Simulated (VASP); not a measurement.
# Ni (Fd-3m) in VASP: notebook

Runs on Ni. Level: PBE. Tasks: density of states.

All numbers are computed with VASP 6.6.1; they aren't measurements. Logs are shortened: lines on timing, memory, paths and dates and some standing lists are left out, and cuts for length are marked.

**1. The cell of the first run**

The structure is cubic, space group Fd-3m (No. 227). Conventional cell: a = 4.929 Å, b = 4.929 Å, c = 4.929 Å, α = 90.00°, β = 90.00°, γ = 90.00°. Ni (site symmetry -43m) has 4 Ni at 2.13 Å within 2.8 Å.

**2. Density of states, PBE, collinear spin, ferromagnetic start (volume scaled by 0.9)**

Input file POSCAR:

```
Ni
1.0
    0.0000000000      2.4645277767      2.4645277767
    2.4645277767      0.0000000000      2.4645277767
    2.4645277767      2.4645277767      0.0000000000
Ni
2
Direct
   -0.1250000000     -0.1250000000     -0.1250000000
    0.1250000000      0.1250000000      0.1250000000
```

Input file INCAR.step1:

```
SYSTEM = Ni
ALGO = Normal
EDIFF = 1E-7
ENCUT = 520
GGA = PE
ISIF = 2
ISMEAR = -1
ISPIN = 2
LASPH = .TRUE.
LCHARG = .TRUE.
LMAXMIX = 4
LREAL = .FALSE.
LWAVE = .FALSE.
MAGMOM = 1 1
NBANDS = 21
NELM = 150
PREC = Accurate
SIGMA = 0.1
```

Input file KPOINTS.step1:

```
k-points
0
G
  14 14 14
  0 0 0
```

Input file INCAR.step2:

```
SYSTEM = Ni
ALGO = Normal
EDIFF = 1E-7
ENCUT = 520
GGA = PE
ICHARG = 11
ISIF = 2
ISMEAR = -5
ISPIN = 2
LASPH = .TRUE.
LCHARG = .FALSE.
LMAXMIX = 4
LORBIT = 11
LREAL = .FALSE.
LWAVE = .FALSE.
MAGMOM = 1 1
NBANDS = 21
NEDOS = 2001
NELM = 150
PREC = Accurate
SIGMA = 0.1
```

Input file KPOINTS.step2:

```
k-points
0
G
  21 21 21
  0 0 0
```

Potentials or basis: VASP PAW PBE potentials, release 64 (Ni).

Launch:

```console
cat potpaw_PBE.64/Ni/POTCAR > POTCAR
cp INCAR.step1 INCAR
cp KPOINTS.step1 KPOINTS
mpirun -np 1 vasp_std > vasp.out
cp INCAR.step2 INCAR
cp KPOINTS.step2 KPOINTS
mpirun -np 1 vasp_std > vasp.out
```

OUTCAR:

```text
SYSTEM = Ni
   EDIFF = 1E-7
   ENCUT = 520
   GGA = PE
   ICHARG = 11
   ISIF = 2
   ISMEAR = -5
   ISPIN = 2
   LASPH = .TRUE.
   LORBIT = 11
   LREAL = .FALSE.
   NELM = 150
   PREC = Accurate

 ion  position               nearest neighbor table
   1  0.875  0.875  0.875-   2 2.13   2 2.13   2 2.13   2 2.13
   2  0.125  0.125  0.125-   1 2.13   1 2.13   1 2.13   1 2.13

  LATTYP: Found a face centered cubic cell.
 ALAT       =     4.9290555534

  Lattice vectors:

 A1 = (   0.0000000000,   2.4645277767,   2.4645277767)
 A2 = (   2.4645277767,   0.0000000000,   2.4645277767)
 A3 = (   2.4645277767,   2.4645277767,   0.0000000000)

Analysis of symmetry for initial positions (statically):
=====================================================================
 Subroutine PRICEL returns:
 Original cell was already a primitive cell.

 Routine SETGRP: Setting up the symmetry group for a
 face centered cubic supercell.

 Subroutine GETGRP returns: Found 48 space group operations
 (whereof 12 operations were pure point group operations)
 out of a pool of 48 trial point group operations.

The static configuration has the point symmetry D_3d.
 The point group associated with its full space group is O_h .

Analysis of symmetry for dynamics (positions and initial velocities):
=====================================================================
 Subroutine PRICEL returns:
 Original cell was already a primitive cell.

 Routine SETGRP: Setting up the symmetry group for a
 face centered cubic supercell.

 Subroutine GETGRP returns: Found 48 space group operations
 (whereof 12 operations were pure point group operations)
 out of a pool of 48 trial point group operations.

The dynamic configuration has the point symmetry D_3d.
 The point group associated with its full space group is O_h .

Analysis of structural, dynamic, and magnetic symmetry:
=====================================================================
 Subroutine PRICEL returns:
 Original cell was already a primitive cell.

 Routine SETGRP: Setting up the symmetry group for a
 face centered cubic supercell.

 Subroutine GETGRP returns: Found 48 space group operations
 (whereof 12 operations were pure point group operations)
 out of a pool of 48 trial point group operations.

The overall configuration has the point symmetry D_3d.
 The point group associated with its full space group is O_h .

 Subroutine INISYM returns: Found 48 space group operations
 (whereof 12 operations are pure point group operations),
 and found     1 'primitive' translations

[... 119 lines left out ...]
  Thomas-Fermi vector in A             =   2.550886
   LORBIT       =     11    0 simple, 1 ext, 2 COOP (PROOUT), +10 PAW based schemes
   GGA     = PE    functional components
   LHFCALC =     F    Hartree Fock is set to
   AEXX    =    0.0000 exact exchange contribution
   IVDW    =     0    specifies the selected vdW correction
   LEPSILON=     F    determine dielectric tensor
   LRPA    =     F    only Hartree local field effects (RPA)
 spin polarized calculation
 Fermi weights with tetrahedron method with Bloechl corrections
  energy-cutoff  :      520.00
  volume of cell :       29.94
 maximum number of plane-waves:       836
 NGX is ok and might be reduce to    28

 number of electron      20.0000019 magnetization       1.5467841

 Free energy of the ion-electron system (eV)
  ---------------------------------------------------
  ext. energy  EPLUGINS =         0.00000000
  ---------------------------------------------------
  free energy    TOTEN  =        -8.44738819 eV

  energy without entropy =       -8.44738819  energy(sigma->0) =       -8.44738819

 E-fermi :   5.7295     XC(G=0): -11.1823

 val. band max:        5.7424580781   @ k =   0.4286   0.0000   0.0000
 cond. band min:       5.7188264767   @ k =   0.4762   0.0000   0.0000
 fundamental gap:     -0.0236316014
 Fermi energy:         5.7295152353

 spin component 1

 k-point     1 :       0.0000    0.0000    0.0000
  band No.  band energies     occupation
      1      -1.3678      1.00000
      2       2.2085      1.00000
      3       2.2085      1.00000
      4       2.2892      1.00000
      5       2.2892      1.00000
      6       2.2892      1.00000
[... 565 lines left out ...]
     20      26.3924      0.00000
     21      28.4743      0.00000

 [... further k-points ...]

 spin component 2

 k-point     1 :       0.0000    0.0000    0.0000
  band No.  band energies     occupation
      1      -1.3541      1.00000
      2       2.9229      1.00000
      3       2.9229      1.00000
      4       3.0138      1.00000
      5       3.0138      1.00000
      6       3.0138      1.00000
[... 565 lines left out ...]
     20      26.4597      0.00000
     21      28.5698      0.00000

 [... further k-points ...]

------------------------ aborting loop because EDIFF is reached ----------------------------------------

  FORCE on cell =-STRESS in cart. coord.  units (eV):
  Direction    XX          YY          ZZ          XY          YZ          ZX
  --------------------------------------------------------------------------------------
  -------------------------------------------------------------------------------------
  Total        1.5025457      1.5025457      1.5025457     -0.0000000     -0.0000000      0.0000000
  in kB       80.4094587     80.4094587     80.4094587     -0.0000000     -0.0000000      0.0000000
  external PRESSURE =      80.4094587 kB  Pullay stress =       0.0000000 kB

 VOLUME and BASIS-vectors are now :
 -----------------------------------------------------------------------------
  energy-cutoff  :      520.00
  volume of cell :       29.94
      direct lattice vectors                 reciprocal lattice vectors
     0.000000000  2.464527777  2.464527777    -0.202878622  0.202878622  0.202878622
     2.464527777  0.000000000  2.464527777     0.202878622 -0.202878622  0.202878622
     2.464527777  2.464527777  0.000000000     0.202878622  0.202878622 -0.202878622

 POSITION                                       TOTAL-FORCE (eV/Angst)
 -----------------------------------------------------------------------------------
      4.31292      4.31292      4.31292         0.000000     -0.000000      0.000000
      0.61613      0.61613      0.61613        -0.000000      0.000000     -0.000000
 -----------------------------------------------------------------------------------
    total drift:                                0.000000      0.000000     -0.000000

  FREE ENERGIE OF THE ION-ELECTRON SYSTEM (eV)
  ---------------------------------------------------
  free  energy   TOTEN  =        -8.4473881851 eV

  energy  without entropy=       -8.4473881851  energy(sigma->0) =       -8.44738819

 total charge

# of ion       s       p       d       tot
------------------------------------------
    1        0.575   0.406   8.370   9.351
    2        0.575   0.406   8.370   9.351
--------------------------------------------------
tot          1.150   0.812  16.741  18.703

 magnetization (x)

# of ion       s       p       d       tot
------------------------------------------
    1       -0.014  -0.016   0.808   0.777
    2       -0.014  -0.016   0.808   0.777
--------------------------------------------------
tot         -0.028  -0.032   1.615   1.554
```

OUTCAR.step1:

```text
SYSTEM = Ni
   EDIFF = 1E-7
   ENCUT = 520
   GGA = PE
   ISIF = 2
   ISMEAR = -1
   ISPIN = 2
[... 1397 lines left out ...]
      4.31292      4.31292      4.31292         0.000000      0.000000      0.000000
      0.61613      0.61613      0.61613        -0.000000     -0.000000     -0.000000
 -----------------------------------------------------------------------------------
    total drift:                                0.000000      0.000000     -0.000000

  FREE ENERGIE OF THE ION-ELECTRON SYSTEM (eV)
  ---------------------------------------------------
  free  energy   TOTEN  =        -8.4983174491 eV

  energy  without entropy=       -8.3980494784  energy(sigma->0) =       -8.44818346
```

OSZICAR.step1:

```text
N       E                     dE             d eps       ncg     rms          rms(c)
DAV:   1     0.103929376745E+03    0.10393E+03   -0.91449E+03  8936   0.128E+03
DAV:   2    -0.383056257803E+01   -0.10776E+03   -0.99009E+02  8841   0.227E+02
DAV:   3    -0.978259999126E+01   -0.59520E+01   -0.57552E+01 10079   0.632E+01
DAV:   4    -0.985867661418E+01   -0.76077E-01   -0.76028E-01  9832   0.689E+00
DAV:   5    -0.986067520510E+01   -0.19986E-02   -0.19985E-02 10049   0.109E+00    0.121E+01
DAV:   6    -0.941687322577E+01    0.44380E+00   -0.95115E+00 10159   0.529E+01    0.102E+01
DAV:   7    -0.851793434845E+01    0.89894E+00   -0.28861E+00 10135   0.254E+01    0.273E+00
DAV:   8    -0.850469915140E+01    0.13235E-01   -0.22483E-02 10491   0.121E+00    0.151E+00
DAV:   9    -0.849891518954E+01    0.57840E-02   -0.24748E-03 12505   0.612E-01    0.403E-01
DAV:  10    -0.849829188845E+01    0.62330E-03   -0.69777E-04 12467   0.340E-01    0.803E-02
DAV:  11    -0.849832144423E+01   -0.29556E-04   -0.10060E-04 11133   0.988E-02    0.543E-02
DAV:  12    -0.849832217182E+01   -0.72759E-06   -0.67970E-06  9370   0.235E-02    0.248E-02
DAV:  13    -0.849831825175E+01    0.39201E-05   -0.19412E-06 11739   0.168E-02    0.564E-03
DAV:  14    -0.849831748736E+01    0.76439E-06   -0.21278E-07  8724   0.413E-03    0.128E-03
DAV:  15    -0.849831744909E+01    0.38277E-07   -0.12272E-08  4864   0.107E-03
   1 F= -.84983174E+01 E0= -.84481835E+01  d E =-.100268E+00  mag=     1.5468
```

Run time: 2.5 min. Hardware: 1 thread of Intel Xeon 6975P-C (Granite Rapids), shared host; peak memory 0.35 GiB.

What came out:

| Item | Value |
| --- | --- |
| Net moment | 1.55 μB per cell |
| Site moments | Ni +0.78 μB |
| Valence electrons inside the program's atomic spheres | Ni 9.35 |

Caveat: the cell differs from its parent crystal (volume scaled by 0.9); tetrahedron occupations give inexact forces and stress in metals.

**3. Density of states, PBE, collinear spin, ferromagnetic start**

This run uses another cell than the first one, of 16.63 Å³/atom, 1.111 times its volume.

Input file POSCAR:

```
Ni
1.0
    0.0000000000      2.5526202732      2.5526202732
    2.5526202732      0.0000000000      2.5526202732
    2.5526202732      2.5526202732      0.0000000000
Ni
2
Direct
   -0.1250000000     -0.1250000000     -0.1250000000
    0.1250000000      0.1250000000      0.1250000000
```

Input file INCAR.step1:

```
SYSTEM = Ni
  PREC = Accurate
  ENCUT = 520
  EDIFF = 1E-7
  ISMEAR = -1
  SIGMA = 0.1
  LREAL = .False.
  LASPH = .True.
  NELM = 150
  ALGO = Normal
  ISIF = 2
  LWAVE = .False.
  LCHARG = .True.
  ISPIN = 2
  MAGMOM = 1 1
  LMAXMIX = 4
  GGA = PE
  NBANDS = 21
```

Input file KPOINTS.step1:

```
Automatic mesh
0
Gamma
  14 14 14
  0 0 0
```

Input file INCAR.step2:

```
SYSTEM = Ni
  PREC = Accurate
  ENCUT = 520
  EDIFF = 1E-7
  ISMEAR = -5
  SIGMA = 0.1
  LREAL = .False.
  LASPH = .True.
  NELM = 150
  ALGO = Normal
  ISIF = 2
  LWAVE = .False.
  LCHARG = .False.
  ISPIN = 2
  MAGMOM = 1 1
  LORBIT = 11
  LMAXMIX = 4
  GGA = PE
  NBANDS = 21
  NEDOS = 2001
  ICHARG = 11
```

Input file KPOINTS.step2:

```
Automatic mesh
0
Gamma
  21 21 21
  0 0 0
```

Potentials or basis: VASP PAW PBE potentials, release 64 (Ni).

Launch:

```console
cat potpaw_PBE.64/Ni/POTCAR > POTCAR
cp INCAR.step1 INCAR
cp KPOINTS.step1 KPOINTS
mpirun -np 1 vasp_std > vasp.out
cp INCAR.step2 INCAR
cp KPOINTS.step2 KPOINTS
mpirun -np 1 vasp_std > vasp.out
```

Run time: 2.5 min. Hardware: 1 thread of Intel Xeon 6975P-C (Granite Rapids), shared host; peak memory 0.37 GiB.

Results (log left out):

| Property | Result |
| --- | --- |
| Net moment | 1.56 μB per cell |
| Site moments | Ni +0.80 μB |
| Valence electrons inside the program's atomic spheres | Ni 9.21 |

Levels at points of the mesh, in eV from the Fermi level:
Spin up:
```tsv
k point	band 9	band 10	band 11	band 12	band 13	band 14
(0.00, 0.00, 0.00)	-1.71	-0.77	-0.77	11.57	11.57	11.57
```
Spin down:
| k point | band 5 | band 6 | band 7 | band 8 | band 9 | band 10 | band 11 | band 12 | band 13 | band 14 |
| --- | --- | --- | --- | --- | --- | --- | --- | --- | --- | --- |
| (0.00, 0.00, 0.00) | -2.37 | -2.37 | -0.88 | -0.88 | -0.88 | 0.11 | 0.11 | 11.73 | 11.73 | 11.73 |

Caveat: tetrahedron occupations give inexact forces and stress in metals.
